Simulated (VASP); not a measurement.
Here is a VASP 6.6.1 calculation.

Contents of INCAR:

```
SYSTEM = MnO2
PREC = Accurate
ENCUT = 520
EDIFF = 1E-6
ISMEAR = 0
SIGMA = 0.1
LREAL = .False.
LASPH = .True.
NELM = 150
ALGO = Normal
ISIF = 2
LWAVE = .False.
LCHARG = .False.
ISPIN = 2
MAGMOM = 3.05 3.05 0 0 0 0
LORBIT = 11
LMAXMIX = 4
LDAU = .True.
LDAUTYPE = 2
LDAUL = 2 -1
LDAUU = 3.9 0
LDAUJ = 0 0
LDAUPRINT = 1
GGA = PE
NBANDS = 38
```

The input KPOINTS:

```
Automatic mesh
0
Gamma
  8 8 12
  0 0 0
```

POSCAR

```
MnO2
1.0
    4.2535017081      0.0000000000      0.0000000000
    0.0000000000      4.2535017081      0.0000000000
    0.0000000000      0.0000000000      2.8422482817
Mn O
2 4
Direct
    0.0000000000      0.0000000000      0.0000000000
    0.5000000000      0.5000000000      0.5000000000
    0.3043527663      0.3043527663      0.0000000000
    0.1956472337      0.8043527663      0.5000000000
    0.6956472337      0.6956472337      0.0000000000
    0.8043527663      0.1956472337      0.5000000000
```

Potentials or basis: VASP PAW PBE potentials, release 64 (Mn_pv, O).

Command:

```sh
$ cat potpaw_PBE.64/Mn_pv/POTCAR potpaw_PBE.64/O/POTCAR > POTCAR
$ mpirun -np 1 vasp_std > vasp.out
```

**Question.** What does it give for the pressure?

**Answer.** 35.1 GPa.

**Question.** What does it give for the largest force?

**Answer.** 0.034 eV/Å.

**Question.** What does it give for the site moments?

**Answer.** Mn +2.93; O +0.00 μB.

Eigenvalues of the final occupation matrices:
| site | spin | trace | eigenvalues |
| --- | --- | --- | --- |
| site 1 d | 1 | 3.92 | 0.50 0.52 0.96 0.97 0.98 |
| site 1 d | 2 | 1.04 | 0.07 0.12 0.13 0.35 0.36 |
| site 2 d | 1 | 3.92 | 0.50 0.52 0.96 0.97 0.98 |
| site 2 d | 2 | 1.04 | 0.07 0.12 0.13 0.35 0.36 |

Caveat: the cell stands under pressure; the run started ferromagnetic, and an antiferromagnetic order may lie lower in energy. The state reached can hang on the start; a lower one may exist.
